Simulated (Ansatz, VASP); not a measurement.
## One calculation of SiO2, two programs

```
CELL_PARAMETERS angstrom
3.72815 0.00000 0.00000
0.00000 3.72815 0.00000
0.00000 0.00000 2.44134
ATOMIC_POSITIONS crystal
Si 0.00000 0.00000 0.00000
Si 0.50000 0.50000 0.50000
O 0.29953 0.29953 0.00000
O 0.70047 0.70047 0.00000
O 0.79953 0.20047 0.50000
O 0.20047 0.79953 0.50000
```

Change from the starting cell: volume scaled by 0.72, LAPW.

Alike in both runs: task single point; functional PBEsol; k mesh 8 × 8 × 11; occupations fermi-dirac, width 0.05 eV; no spin polarisation.

|  | VASP | Ansatz |
| --- | --- | --- |
| version | VASP 6.6.1 | Ansatz 0.2.0 |
| potentials or method | VASP PAW PBE potentials, release 64 (Si, O), cutoff 520 eV | all-electron LAPW, scalar-relativistic |

Ansatz gave:

| Quantity | Value |
| --- | --- |
| gap on the k mesh at the Fermi level (eV) | 6.89 |
| pressure (GPa) | 195.5 |
| traceless stress, the component that is largest in VASP (GPa) | 0.11 |
| rms of the force components (eV/Å) | 0.006 |

Question: Estimate VASP's values.

Answer: gap on the k mesh at the Fermi level (eV): 6.86; pressure (GPa): 199.3; traceless stress, the component that is largest in VASP (GPa): 0.81; rms of the force components (eV/Å): 0.013.

VASP's potentials were made for PBE, not for PBEsol. Atom by atom the forces differ by 0.018 eV/Å (rms over components). Both programs put the cell under a high pressure, so it lies far from rest at this level. Ansatz ran all-electron here, and VASP with PAW potentials.

Noted on VASP's run: the cell as given lies far from equilibrium.
